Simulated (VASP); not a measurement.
Write the native input for VASP 6.6.1 that does the following.

```
Task                               : single point
Functional                         : HSE06
Potentials or basis                : VASP PAW PBE potentials, release 64 (Cd, S)
Cutoff                             : 520 eV
k mesh                             : 4 × 4 × 4
Occupations                        : fermi-dirac, width 0.05 eV
Spin                               : no spin polarisation
Dipole correction                  : no
Grid for exact exchange (PRECFOCK) : Normal
Further INCAR settings             : ALGO = Normal; EDIFF = 1e-06; NBANDS = 16
Screening parameter                : 0.2079 1/Å
```

Crystal: CdS.

```xyz
2
Lattice="4.2326 0.0000 0.0000 -2.1163 3.6655 0.0000 0.0000 0.0000 5.7652" Properties=species:S:1:pos:R:3 pbc="T T T"
Cd    0.0000    0.0000    2.5522
S     2.1163    1.2218    2.5039
```

One way to write it, as run:

POSCAR

```
CdS
1.0
    4.2325702724      0.0000000000      0.0000000000
   -2.1162851362      3.6655133792      0.0000000000
    0.0000000000      0.0000000000      5.7652175854
Cd S
1 1
Direct
    0.0000000000      0.0000000000      0.4426919200
    0.6666666667      0.3333333333      0.4343080800
```

INCAR.step1

```
SYSTEM = CdS
ALGO = Normal
EDIFF = 1E-5
ENCUT = 520
GGA = PE
ISIF = 2
ISMEAR = -1
LASPH = .True.
LCHARG = .False.
LREAL = .False.
LWAVE = .True.
NBANDS = 16
NELM = 80
PREC = Accurate
SIGMA = 0.05
```

INCAR.step2

```
SYSTEM = CdS
ALGO = Normal
EDIFF = 1E-6
ENCUT = 520
GGA = PE
HFSCREEN = 0.2079
ISIF = 2
ISMEAR = -1
ISTART = 1
LASPH = .True.
LCHARG = .False.
LHFCALC = .True.
LREAL = .False.
LWAVE = .False.
NBANDS = 16
NELM = 80
PREC = Accurate
PRECFOCK = Normal
SIGMA = 0.05
```

KPOINTS

```
k-points
0
Gamma
  4 4 4
  0 0 0
```

Potentials or basis: VASP PAW PBE potentials, release 64 (Cd, S).

Launch:

```sh
$ cat potpaw_PBE.64/Cd/POTCAR potpaw_PBE.64/S/POTCAR > POTCAR
$ cp INCAR.step1 INCAR
$ mpirun -np 1 vasp_std > vasp.out
$ cp INCAR.step2 INCAR
$ mpirun -np 1 vasp_std > vasp.out
```

It gave:

| Item | Value |
| --- | --- |
| Pressure | 0.0 GPa |
| Largest force | 0.009 eV/Å |
| Band gap on the k mesh | 2.53 eV, indirect (the least direct gap lies 5.0 meV higher) |

Caveat: the k points lie up to 0.43 Å⁻¹ apart; the PAW data sets were made with another functional, which shifts forces and pressure a little.

It took 6.4 min on 1 thread of Intel(R) Xeon(R) 6975P-C (Granite Rapids), on a shared host, peak memory 0.33 GiB.
